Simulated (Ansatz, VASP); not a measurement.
**LiCl: VASP beside Ansatz**

```
CELL_PARAMETERS angstrom
3.93274 0.00000 0.00000
-1.96637 3.40586 0.00000
0.00000 0.00000 6.28609
ATOMIC_POSITIONS crystal
Li 0.33333 0.66667 0.99687
Li 0.66667 0.33333 0.49687
Cl 0.33333 0.66667 0.37813
Cl 0.66667 0.33333 0.87813
```

Alike in both runs: task single point; functional r2SCAN; k mesh 6 × 6 × 4; no spin polarisation.

```csv
,VASP,Ansatz
version,VASP 6.6.1,Ansatz 0.2.0
potentials or method,"VASP PAW PBE potentials, release 64 (Li_sv, Cl)","plane waves, PAW"
plane-wave cutoff (eV),520,500
occupations,"gaussian, width 0.01 eV",fixed
valence electrons in the cell,20,20
```

|  | VASP | Ansatz | Ansatz less VASP |
| --- | --- | --- | --- |
| gap on the k mesh at the Fermi level (eV) | 6.63 | 6.58 | -0.054 |
| rms of the force components (eV/Å) | 0.024 | 0.001 | -0.0237 |

VASP's potentials were made for PBE, not for r2SCAN. Atom by atom the forces differ by 0.024 eV/Å (rms over components).

Noted on VASP's run: the cutoff is short for stress, so the pressure is rough.
